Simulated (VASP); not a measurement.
Here is a VASP 6.6.1 calculation.

File INCAR:

```
PREC = Accurate
ENCUT = 600
EDIFF = 1E-7
ISMEAR = 0
SIGMA = 0.1
LREAL = False
LASPH = True
NELM = 100
ALGO = Normal
ISIF = 3
LWAVE = False
LCHARG = False
GGA = PS
IBRION = 2
NSW = 90
EDIFFG = -0.04
```

File KPOINTS:

```
Automatic mesh
0
Gamma
  6 6 6
```

POSCAR

```
Te
1.0
    2.2141731743      1.2783534782      4.1059186877
   -2.2141731743      1.2783534782      4.1059186877
    0.0000000000     -2.5567069564      4.1059186877
Te
2
Direct
    0.2275400000      0.2275400000      0.2275400000
    0.7724600000      0.7724600000      0.7724600000
```

Potentials or basis: VASP PAW PBE potentials, release 64 (Te).

Command:

```console
$ cat potpaw_PBE.64/Te/POTCAR > POTCAR
$ mpirun -np 1 vasp_std > vasp.out
```

Question: What does it give for the space group after relaxing (to 0.1 Å)?

Answer: R-3m (No. 166).

Question: Predict the relaxed volume.

Answer: 31.27 Å³/atom.

Forces on the atoms (eV/Å):
```
Te   0.000  0.000  0.019
Te   0.000  0.000 -0.019
```

Caveat: the PAW data sets were made with another functional, which shifts forces and pressure a little.
